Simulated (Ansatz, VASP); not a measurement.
**Two plane-wave programs on MgO**

```
Mg O
1.0
     0.00000   -2.13515   -2.13515
     0.00000    2.13515   -2.13515
     4.27030    0.00000    0.00000
Mg O
2 2
Direct
  0.50000 0.50000 0.49874
  0.00000 0.00000 0.00126
  0.50000 0.50000 0.98946
  0.00000 0.00000 0.51054
```

Change from the starting cell: mode 12 (519.3 1/cm) frozen in, largest displacement +0.045 Å.

Alike in both runs: task single point; functional PBE; k mesh 8 × 8 × 6; occupations gaussian, width 0.05 eV; no spin polarisation.

|  | VASP | Ansatz |
| --- | --- | --- |
| version | VASP 6.6.1 | Ansatz 0.2.0 |
| potentials or method | VASP PAW PBE potentials, release 64 (Mg, O), cutoff 520 eV | scalar-relativistic, plane waves, PAW |
| valence electrons in the cell | 16 | 32 |

|  | VASP | Ansatz | Ansatz less VASP |
| --- | --- | --- | --- |
| gap on the k mesh at the Fermi level (eV) | 4.30 | 4.32 | +0.017 |
| least direct gap on the mesh (eV) | 4.30 | 4.32 | +0.017 |
| pressure (GPa) | -2.2 | -1.5 | +0.75 |
| traceless stress, the component that is largest in VASP (GPa) | 0.14 | 0.15 | +0.001 |
| rms of the force components (eV/Å) | 0.301 | 0.297 | -0.0044 |

Atom by atom the forces differ by 0.004 eV/Å (rms over components). With one functional, cell and mesh, what is left measures potentials, basis and numerics. VASP's potentials hold 16 valence electrons a cell and Ansatz's 32, so a difference there can come from the potentials and not from the codes.
